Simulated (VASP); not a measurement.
# Mn (Fd-3m) in VASP: relaxation of cell and atoms with LDA

Aim: the relaxation of cell and atoms of Mn with LDA.

Everything below comes from runs of VASP 6.6.1. Logs are shortened: lines on timing, memory, paths and dates and some standing lists are left out, and cuts for length are marked.

**1. The cell of the first run**

It takes space group Fd-3m (No. 227, cubic). The conventional cell has a = 4.303 Å, b = 4.303 Å, c = 4.303 Å, α = 90.00°, β = 90.00°, γ = 90.00°. Within 2.5 Å of Mn (site symmetry -43m) lie 4 Mn at 1.86 Å.

This isn't the form of Mn at room conditions, which is a 58-atom cubic cell.

**2. Relaxation of cell and atoms, LDA, collinear spin, ferromagnetic start, target pressure 120 GPa, at which the enthalpy is minimised**

Contents of INCAR:

```
SYSTEM = Mn
PREC = Accurate
ENCUT = 600
EDIFF = 1E-7
ISMEAR = -1
SIGMA = 0.05
LREAL = .FALSE.
LASPH = .TRUE.
NELM = 150
ALGO = Normal
ISIF = 3
LWAVE = .FALSE.
LCHARG = .FALSE.
ISPIN = 2
MAGMOM = 3 3
LORBIT = 11
LMAXMIX = 4
IBRION = 2
NSW = 32
EDIFFG = -0.005
PSTRESS = 1200.0
```

Contents of KPOINTS:

```
Automatic mesh
0
G
  15 15 15
  0 0 0
```

Contents of POSCAR:

```
Mn
1.0
    0.0000000000      2.1512910157      2.1512910157
    2.1512910157      0.0000000000      2.1512910157
    2.1512910157      2.1512910157      0.0000000000
Mn
2
Direct
   -0.1250000000     -0.1250000000     -0.1250000000
    0.1250000000      0.1250000000      0.1250000000
```

Potentials or basis: VASP PAW LDA potentials, release 64 (Mn_pv).

On the command line:

```bash
$ cat potpaw_LDA.64/Mn_pv/POTCAR > POTCAR
$ mpirun -np 1 vasp_std > vasp.out
```

OUTCAR:

```text
SYSTEM = Mn
   PREC = Accurate
   ENCUT = 600
   EDIFF = 1E-7
   ISMEAR = -1
   LREAL = .FALSE.
   LASPH = .TRUE.
   NELM = 150
   ISIF = 3
   ISPIN = 2
   LORBIT = 11
   IBRION = 2
   NSW = 32
   EDIFFG = -0.005
   PSTRESS = 1200.0

 ion  position               nearest neighbor table
   1  0.875  0.875  0.875-   2 1.86   2 1.86   2 1.86   2 1.86
   2  0.125  0.125  0.125-   1 1.86   1 1.86   1 1.86   1 1.86

  LATTYP: Found a face centered cubic cell.
 ALAT       =     4.3025820314

  Lattice vectors:

 A1 = (   0.0000000000,   2.1512910157,   2.1512910157)
 A2 = (   2.1512910157,   0.0000000000,   2.1512910157)
 A3 = (   2.1512910157,   2.1512910157,   0.0000000000)

Analysis of symmetry for initial positions (statically):
=====================================================================
 Subroutine PRICEL returns:
 Original cell was already a primitive cell.

 Routine SETGRP: Setting up the symmetry group for a
 face centered cubic supercell.

 Subroutine GETGRP returns: Found 48 space group operations
 (whereof 12 operations were pure point group operations)
 out of a pool of 48 trial point group operations.

The static configuration has the point symmetry D_3d.
 The point group associated with its full space group is O_h .

Analysis of symmetry for dynamics (positions and initial velocities):
=====================================================================
 Subroutine PRICEL returns:
 Original cell was already a primitive cell.

 Routine SETGRP: Setting up the symmetry group for a
 face centered cubic supercell.

 Subroutine GETGRP returns: Found 48 space group operations
 (whereof 12 operations were pure point group operations)
 out of a pool of 48 trial point group operations.

The dynamic configuration has the point symmetry D_3d.
 The point group associated with its full space group is O_h .

Analysis of structural, dynamic, and magnetic symmetry:
=====================================================================
 Subroutine PRICEL returns:
 Original cell was already a primitive cell.

 Routine SETGRP: Setting up the symmetry group for a
 face centered cubic supercell.

 Subroutine GETGRP returns: Found 48 space group operations
 (whereof 12 operations were pure point group operations)
 out of a pool of 48 trial point group operations.

The overall configuration has the point symmetry D_3d.
 The point group associated with its full space group is O_h .

 Subroutine INISYM returns: Found 48 space group operations
 (whereof 12 operations are pure point group operations),
 and found     1 'primitive' translations

----------------------------------------------------------------------------------------

                                     Primitive cell

  volume of cell :      19.9126

  direct lattice vectors                    reciprocal lattice vectors
     0.000000000  2.151291016  2.151291016    -0.232418579  0.232418579  0.232418579
     2.151291016  0.000000000  2.151291016     0.232418579 -0.232418579  0.232418579
     2.151291016  2.151291016  0.000000000     0.232418579  0.232418579 -0.232418579

  length of vectors
     3.042384931  3.042384931  3.042384931     0.402560787  0.402560787  0.402560787

  position of ions in fractional coordinates (direct lattice)
     0.875000000  0.875000000  0.875000000
     0.125000000  0.125000000  0.125000000

  ion indices of the primitive-cell ions
   primitive index   ion index
                 1           1
                 2           2

----------------------------------------------------------------------------------------

 KPOINTS: Automatic mesh

Automatic generation of k-mesh.
 Grid dimensions read from file:
 generate k-points for:   15   15   15

 Generating k-lattice:

  Cartesian coordinates                     Fractional coordinates (reciprocal lattice)
    -0.015494572  0.015494572  0.015494572     0.066666667  0.000000000  0.000000000
     0.015494572 -0.015494572  0.015494572     0.000000000  0.066666667  0.000000000
     0.015494572  0.015494572 -0.015494572     0.000000000  0.000000000  0.066666667

  Length of vectors
     0.026837386  0.026837386  0.026837386

  Shift w.r.t. Gamma in fractional coordinates (k-lattice)
     0.000000000  0.000000000  0.000000000

 Subroutine IBZKPT returns following result:
 ===========================================

 Found    120 irreducible k-points:

 Following reciprocal coordinates:
            Coordinates               Weight
  0.000000  0.000000  0.000000      1.000000
  0.066667  0.000000  0.000000      8.000000
  0.133333  0.000000  0.000000      8.000000
  0.200000  0.000000  0.000000      8.000000
  0.266667  0.000000  0.000000      8.000000
  0.333333  0.000000  0.000000      8.000000
[... 16 lines left out ...]
  0.133333  0.133333  0.000000      6.000000
  0.200000  0.133333  0.000000     24.000000
 [... further k-points ...]
   k-points           NKPTS =    120   k-points in BZ     NKDIM =    120   number of bands    NBANDS=     20
   number of dos      NEDOS =    301   number of ions     NIONS =      2
   total plane-waves  NPLWV =  13824
   dimension x,y,z NGX =    24 NGY =   24 NGZ =   24
   dimension x,y,z NGXF=    48 NGYF=   48 NGZF=   48
   ions per type =               2
   NGX,Y,Z   is equivalent  to a cutoff of  13.11, 13.11, 13.11 a.u.
   NGXF,Y,Z  is equivalent  to a cutoff of  26.23, 26.23, 26.23 a.u.
 SYSTEM =  Mn
   PREC   = accura    normal or accurate (medium, high low for compatibility)
   ISTART =      0    job   : 0-new  1-cont  2-samecut
   ICHARG =      2    charge: 1-file 2-atom 10-const
   ISPIN  =      2    spin polarized calculation?
   LNONCOLLINEAR =      F non collinear calculations
   LSORBIT =      F    spin-orbit coupling
   LASPH  =      T    aspherical Exc in radial PAW
   ENCUT  =  600.0 eV  44.10 Ry    6.64 a.u.   6.08  6.08  6.08*2*pi/ulx,y,z
   NELM   =    150;   NELMIN=  2; NELMDL= -5     # of ELM steps
   EDIFF  = 0.1E-06   stopping-criterion for ELM
   LREAL  =      F    real-space projection
   EDIFFG = -.5E-02   stopping-criterion for IOM
   NSW    =     32    number of steps for IOM
   IBRION =      2    ionic relax: 0-MD 1-quasi-New 2-CG
   NFREE  =      1    steps in history (QN), initial steepest desc. (CG)
   ISIF   =      3    stress and relaxation
   ISYM   =      2    0-nonsym 1-usesym 2-fastsym
   POTIM  = 0.5000    time-step for ionic-motion
   TEBEG  =    0.0;   TEEND  =   0.0 temperature during run
   PSTRESS= 1200.0 pullay stress
   NELECT =      26.0000    total number of electrons
   NUPDOWN=      -1.0000    fix difference up-down
   EMIN   =  10.00;   EMAX   =-10.00  energy-range for DOS
   EFERMI =   0.00;   METHOD = LEGACY
   ISMEAR =    -1;   SIGMA  =   0.05  broadening in eV -4-tet -1-fermi 0-gaus
   EFERMI_NEDOS =   21; number of points for ismear=-14 and -15
   IALGO  =     38    algorithm
   IMIX   =      4    mixing-type and parameters
     AMIX     =   0.40;   BMIX     =  1.00
     AMIX_MAG =   1.60;   BMIX_MAG =  1.00
  volume/ion in A,a.u.               =       9.96        67.19
  Fermi-wavevector in a.u.,A,eV,Ry     =   1.789329  3.381341 43.561733  3.201697
  Thomas-Fermi vector in A             =   2.852325
   LORBIT       =     11    0 simple, 1 ext, 2 COOP (PROOUT), +10 PAW based schemes
   GGA     = CA    functional components
   LHFCALC =     F    Hartree Fock is set to
   AEXX    =    0.0000 exact exchange contribution
   IVDW    =     0    specifies the selected vdW correction
   LEPSILON=     F    determine dielectric tensor
   LRPA    =     F    only Hartree local field effects (RPA)
 conjugate gradient relaxation of ions
 spin polarized calculation
  energy-cutoff  :      600.00
  volume of cell :       19.91
 maximum number of plane-waves:       680
   NGX = 13   NGY = 13   NGZ = 13

--------------------------------------- Ionic step        1  -------------------------------------------

 number of electron      26.0000008 magnetization       0.0002647

 number of electron      26.0000008 magnetization      -0.0000211

 Free energy of the ion-electron system (eV)
  ---------------------------------------------------
  ext. energy  EPLUGINS =         0.00000000
  ---------------------------------------------------
  free energy    TOTEN  =       -14.71044072 eV

  energy without entropy =      -14.69192545  energy(sigma->0) =      -14.70118308

------------------------ aborting loop because EDIFF is reached ----------------------------------------

  FORCE on cell =-STRESS in cart. coord.  units (eV):
  Direction    XX          YY          ZZ          XY          YZ          ZX
  --------------------------------------------------------------------------------------
  -------------------------------------------------------------------------------------
  Total       17.3404626     17.3404626     17.3404626      0.0000000      0.0000000      0.0000000
  in kB     1395.2234808   1395.2234808   1395.2234808      0.0000000      0.0000000      0.0000000
  external PRESSURE =     195.2234808 kB  Pullay stress =    1200.0000000 kB

 VOLUME and BASIS-vectors are now :
 -----------------------------------------------------------------------------
  energy-cutoff  :      600.00
  volume of cell :       19.91
      direct lattice vectors                 reciprocal lattice vectors
     0.000000000  2.151291016  2.151291016    -0.232418579  0.232418579  0.232418579
     2.151291016  0.000000000  2.151291016     0.232418579 -0.232418579  0.232418579
     2.151291016  2.151291016  0.000000000     0.232418579  0.232418579 -0.232418579
[... 8 lines left out ...]
  FREE ENERGIE OF THE ION-ELECTRON SYSTEM (eV)
  ---------------------------------------------------
  free  energy   TOTEN  =       -14.7104407179 eV

  energy  without entropy=      -14.6919254498  energy(sigma->0) =      -14.70118308

  enthalpy is  TOTEN    =         0.2036970265 eV   P V=       14.9141377444

--------------------------------------- Ionic step        2  -------------------------------------------

 number of electron      26.0000012 magnetization       0.0000296

 number of electron      26.0000012 magnetization      -0.0000001

 E-fermi :   8.8641     XC(G=0): -13.4066

 val. band max:        8.8582337377   @ k =  -0.1333   0.0667   0.0000
 cond. band min:       8.8657554468   @ k =  -0.2667   0.2000   0.0000
 fundamental gap:      0.0075217091
 Fermi energy:         8.8640876455

 spin component 1

 k-point     1 :       0.0000    0.0000    0.0000
  band No.  band energies     occupation
      1     -39.0568      1.00000
      2     -39.0568      1.00000
      3     -39.0568      1.00000
      4     -37.6777      1.00000
      5     -37.6777      1.00000
      6     -37.6777      1.00000
[... 12 lines left out ...]
     19      25.6005      0.00000
     20      25.6005      0.00000
[... 1154 lines left out ...]
  FREE ENERGIE OF THE ION-ELECTRON SYSTEM (eV)
  ---------------------------------------------------
  free  energy   TOTEN  =       -15.2125716502 eV

  energy  without entropy=      -15.1934918557  energy(sigma->0) =      -15.20303175

  enthalpy is  TOTEN    =         0.1692385369 eV   P V=       15.3818101871

--------------------------------------- Ionic step        4  -------------------------------------------

 number of electron      26.0000029 magnetization      -0.0000001

 number of electron      26.0000029 magnetization       0.0000001

 Free energy of the ion-electron system (eV)
  ---------------------------------------------------
  ext. energy  EPLUGINS =         0.00000000
  ---------------------------------------------------
  free energy    TOTEN  =       -15.18088506 eV

  energy without entropy =      -15.16183750  energy(sigma->0) =      -15.17136128

 E-fermi :  11.0532     XC(G=0): -14.2447

 val. band max:       11.0461717831   @ k =  -0.3333   0.4000   0.1333
 cond. band min:      11.0627608189   @ k =   0.4667   0.4667   0.0000
 fundamental gap:      0.0165890357
 Fermi energy:        11.0531894887

 spin component 1

 k-point     1 :       0.0000    0.0000    0.0000
  band No.  band energies     occupation
      1     -37.3877      1.00000
      2     -37.3877      1.00000
      3     -37.3877      1.00000
      4     -35.4674      1.00000
      5     -35.4674      1.00000
      6     -35.4674      1.00000
[... 12 lines left out ...]
     19      28.7395      0.00000
     20      28.7395      0.00000
[... 1107 lines left out ...]
 POSITION                                       TOTAL-FORCE (eV/Angst)
 -----------------------------------------------------------------------------------
      3.80108      3.80108      3.80108        -0.000000     -0.000000     -0.000000
      0.54301      0.54301      0.54301         0.000000      0.000000      0.000000
 -----------------------------------------------------------------------------------
    total drift:                                0.000000      0.000000      0.000000

  FREE ENERGIE OF THE ION-ELECTRON SYSTEM (eV)
  ---------------------------------------------------
  free  energy   TOTEN  =       -15.1808850591 eV

  energy  without entropy=      -15.1618374992  energy(sigma->0) =      -15.17136128

  enthalpy is  TOTEN    =         0.1690509885 eV   P V=       15.3499360476

 reached required accuracy - stopping structural energy minimisation

 total charge

# of ion       s       p       d       tot
------------------------------------------
    1        0.598   6.425   5.884  12.907
    2        0.598   6.425   5.884  12.907
--------------------------------------------------
tot          1.195  12.849  11.769  25.813

 magnetization (x)

# of ion       s       p       d       tot
------------------------------------------
    1        0.000  -0.000  -0.000  -0.000
    2        0.000  -0.000  -0.000  -0.000
--------------------------------------------------
tot          0.000  -0.000  -0.000  -0.000
```

Run time: 2 min. Hardware: 1 thread of Intel Xeon Platinum 8488C (Sapphire Rapids), shared host; peak memory 0.2 GiB.

What came out:

```yaml
Free_energy: -15.1809 eV
Relaxed_volume: 10.25 Å³/atom
Relaxed_cell: a = 3.072 Å, b = 3.072 Å, c = 3.072 Å, α = 60.00°, β = 60.00°, γ = 60.00°
Space_group_after_relaxing_to_0.1_Å: Fd-3m (No. 227)
Energy_change_on_relaxing_the_run_minimises_the_enthalpy: -235.2 meV/atom
Ionic_steps: 4
Pressure_after_relaxing: 120.0 GPa
Band_gap_on_the_k_mesh: zero (filled and empty bands overlap)
Net_moment: 0.00 μB per cell
Valence_electrons_inside_the_program's_atomic_spheres: Mn 12.91
```

The path:
| step | energy change (eV) | largest force (eV/Å) | pressure (GPa) | volume (Å³) |
| --- | --- | --- | --- | --- |
| 1 | 0.0000 | 0.0000 | 139.52 | 19.91 |
| 2 | -2.0373 | 0.0000 | 48.73 | 23.62 |
| 3 | -0.5021 | 0.0000 | 118.63 | 20.54 |
| 4 | -0.4704 | 0.0000 | 119.96 | 20.49 |

Final structure:
```
CELL_PARAMETERS angstrom
0.00000 2.17204 2.17204
2.17204 0.00000 2.17204
2.17204 2.17204 0.00000
ATOMIC_POSITIONS crystal
Mn 0.87500 0.87500 0.87500
Mn 0.12500 0.12500 0.12500
```

Caveat: the cell is relaxed towards a set pressure, so the run minimises the enthalpy, not the energy; atoms lie so close that the PAW spheres overlap strongly, which falsifies energies and pressures; the moments typed at the start vanished in this run.
